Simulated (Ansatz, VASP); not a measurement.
## NbAu in VASP and in Ansatz

```
Nb Au
1.0
     5.58046    0.00000    0.00000
    -2.79023    4.83282    0.00000
     0.00000    0.00000    4.80654
Nb Au
3 3
Direct
  0.50000 0.00000 0.00000
  0.50000 0.50000 0.00000
  0.00000 0.50000 0.00000
  0.00000 0.00000 0.00000
  0.33333 0.66667 0.50000
  0.66667 0.33333 0.50000
```

Alike in both runs: task relaxation of cell and atoms; functional PBE; k mesh 12 × 12 × 8; occupations gaussian, width 0.1 eV; no spin polarisation.

|  | VASP | Ansatz |
| --- | --- | --- |
| version | VASP 6.6.1 | Ansatz 0.2.0 |
| potentials or method | VASP PAW PBE potentials, release 64 (Nb_sv, Au), cutoff 600 eV | scalar-relativistic, plane waves, PAW |
| valence electrons in the cell | 72 | 96 |

Ansatz gave:

```
gap on the k mesh at the Fermi level, each at its own relaxed structure (eV) : none
relaxed volume (Å³/atom)                                                     : 21.60
relaxed length of the cell vector where the two differ most in proportion (Å)              : 4.801
```

Problem. Estimate VASP's values.

Solution. gap on the k mesh at the Fermi level, each at its own relaxed structure (eV): none; relaxed volume (Å³/atom): 21.56; relaxed length of the cell vector where the two differ most in proportion (Å): 4.798.

A gap of «none» marks a metal or a gap that the smearing closes. VASP's potentials hold 72 valence electrons a cell and Ansatz's 96, so a difference there can come from the potentials and not from the codes.

Spin-orbit coupling is off throughout.
